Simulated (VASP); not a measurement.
Ca: single point with PBEsol

Crystal: Ca.

```
Ca
1.0
     0.00000    2.87803    2.79420
     2.87803    0.00000    2.79420
     2.87803    2.87803    0.00000
Ca
1
Direct
  0.00000 0.00000 0.00000
```

This cell differs from its parent crystal: strain +0.030 along x and y, +0.000 along z.

```
Program                : VASP 6.6.1
Task                   : single point
Functional             : PBEsol
Potentials or basis    : VASP PAW PBE potentials, release 64 (Ca_sv)
Cutoff                 : 520 eV
k mesh                 : 14 × 14 × 14
Occupations            : gaussian, width 0.15 eV
Spin                   : no spin polarisation
Dipole correction      : no
Further INCAR settings : ALGO = Fast; EDIFF = 1e-07; NBANDS = 11
```

The pressure is -1.9 GPa and the band gap on the k mesh is zero (band 5 reaches 1.76 eV, above the bottom of band 6 at 1.33 eV).

Stress tensor (GPa, compression positive):
```
-1.96  0.00  0.00
 0.00 -1.96  0.00
 0.00  0.00 -1.78
```

Levels at points of the mesh, in eV from the Fermi level:
| k point | band 1 | band 2 | band 3 | band 4 | band 5 | band 6 | band 7 | band 8 | band 9 | band 10 |
| --- | --- | --- | --- | --- | --- | --- | --- | --- | --- | --- |
| (0.00, 0.00, 0.00) | -42.06 | -23.06 | -23.06 | -23.06 | -3.86 | 2.16 | 2.16 | 2.28 | 3.09 | 3.24 |
| (0.50, 0.00, 0.00) | -42.05 | -23.16 | -23.08 | -23.07 | -0.96 | -0.21 | 2.03 | 2.18 | 3.75 | 3.81 |
| (0.50, 0.50, 0.00) | -42.05 | -23.15 | -23.10 | -23.10 | -0.31 | 0.57 | 0.99 | 3.77 | 3.95 | 3.95 |
| (0.50, 0.00, 0.50) | -42.05 | -23.15 | -23.10 | -23.09 | -0.41 | 0.63 | 0.73 | 3.77 | 3.89 | 3.99 |

It took 2.9 min on 1 thread of Intel(R) Xeon(R) Platinum 8259CL CPU @ 2.50GHz (Skylake/Cascade Lake), on a shared host, peak memory 0.25 GiB.

Caveat: the cell differs from its parent crystal (strain +0.030 along x and y, +0.000 along z); the PAW data sets were made with another functional, which shifts forces and pressure a little.
